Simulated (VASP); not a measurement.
Runs of VASP 6.6.1 on Ni. The structure is that of space group P6_3/mmc (No. 194), or close to it. The cells are those of the table. 

| cell | gap on the mesh (eV) | pressure (GPa) | moment (μB) |
| --- | --- | --- | --- |
| a = 2.448, b = 2.448, c = 4.073 Å, angles 90.0, 90.0, 120.0°, 2 atoms | none | (a) | 1.19 |
| a = 2.415, b = 2.415, c = 4.018 Å, angles 90.0, 90.0, 120.0°, 2 atoms | none | -2.3 | 1.19 |
| a = 2.464, b = 2.464, c = 4.100 Å, angles 90.0, 90.0, 120.0°, 2 atoms | none | -14.8 | 1.20 |
| a = 2.480, b = 2.480, c = 4.126 Å, angles 90.0, 90.0, 120.0°, 2 atoms | none | -17.9 | 1.25 |
| a = 2.432, b = 2.432, c = 4.045 Å, angles 90.0, 90.0, 120.0°, 2 atoms | none | (b) | 1.19 |
| a = 2.398, b = 2.398, c = 3.990 Å, angles 90.0, 90.0, 120.0°, 2 atoms | none | 3.1 | 1.19 |
| a = 2.496, b = 2.496, c = 4.153 Å, angles 90.0, 90.0, 120.0°, 2 atoms | none | -20.8 | 1.25 |

Alike in all rows: task single point; level LDA; potentials or basis VASP PAW LDA potentials, release 64 (Ni); spin collinear, ferromagnetic start; k mesh 13 × 13 × 7; cutoff (eV) 520; smearing methfessel-paxton 0.01 eV.

Task: Estimate the missing entries.

Result: (a) -11.2; (b) -7.0.

A gap of «none» marks levels without a gap at the run's occupations.
